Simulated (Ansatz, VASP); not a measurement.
## Al2Cu: VASP beside Ansatz

INCAR

```
  ALGO = Fast
  EDIFF = 1E-6
  ENCUT = 520
  GGA = PE
  ISIF = 2
  ISMEAR = 0
  LASPH = T
  LCHARG = F
  LREAL = F
  LWAVE = F
  NBANDS = 16
  NELM = 100
  PREC = Accurate
  SIGMA = 0.15
```

Contents of KPOINTS:

```
k-points
0
Gamma
  14 14 14
```

Contents of POSCAR:

```
Al2Cu
1.0
   -2.0446004822      2.0446004822      2.8914013846
    2.0446004822     -2.0446004822      2.8914013846
    2.0446004822      2.0446004822     -2.8914013846
Al Cu
2 1
Direct
    0.7500000000      0.2241656734      0.4741656734
    0.2500000000      0.7241656734      0.4741656734
    0.5000000000      0.5219384344      0.0219384344
```

Input for Ansatz:

```yaml
crystal:
  lattice:
    - [-2.0446004822, 2.0446004822, 2.8914013846]
    - [2.0446004822, -2.0446004822, 2.8914013846]
    - [2.0446004822, 2.0446004822, -2.8914013846]
  atoms:
    - { symbol: Al, position: [0.75, 0.2241656734, 0.4741656734] }
    - { symbol: Al, position: [0.25, 0.7241656734, 0.4741656734] }
    - { symbol: Cu, position: [0.5, 0.5219384344, 0.0219384344] }
basis:
  ecutwfc: 520.0
kpoints:
  mp_grid: { grid: [14, 14, 14] }
hamiltonian:
  xc: pbe
  pseudopotentials: { kind: paw, azcp: { folder: soft_1 } }
scf:
  occupations: { method: gaussian, width: 0.15 }
output:
  forces: true
  stress: true
  eigenvalues: true
```

Change from the starting cell: mode 4 frozen in at -0.075 Å and mode 5 at -0.075 Å (largest displacements).

Alike in both runs: task single point; functional PBE; k mesh 14 × 14 × 14; occupations gaussian, width 0.15 eV; no spin polarisation.

|  | VASP | Ansatz |
| --- | --- | --- |
| version | VASP 6.6.1 | Ansatz 0.2.0 |
| potentials or method | VASP PAW PBE potentials, release 64 (Al, Cu), cutoff 520 eV | scalar-relativistic, plane waves, PAW |
| valence electrons in the cell | 17 | 25 |

|  | VASP | Ansatz | Ansatz less VASP |
| --- | --- | --- | --- |
| gap on the k mesh at the Fermi level (eV) | none | none | - |
| pressure (GPa) | 1.4 | 1.4 | -0.07 |
| traceless stress, the component that is largest in VASP (GPa) | -1.61 | -1.61 | +0.001 |
| rms of the force components (eV/Å) | 0.597 | 0.597 | +0.0004 |

Atom by atom the forces differ by 0.000 eV/Å (rms over components). A gap of «none» marks a metal or a gap that the smearing closes. VASP's potentials hold 17 valence electrons a cell and Ansatz's 25, so a difference there can come from the potentials and not from the codes.
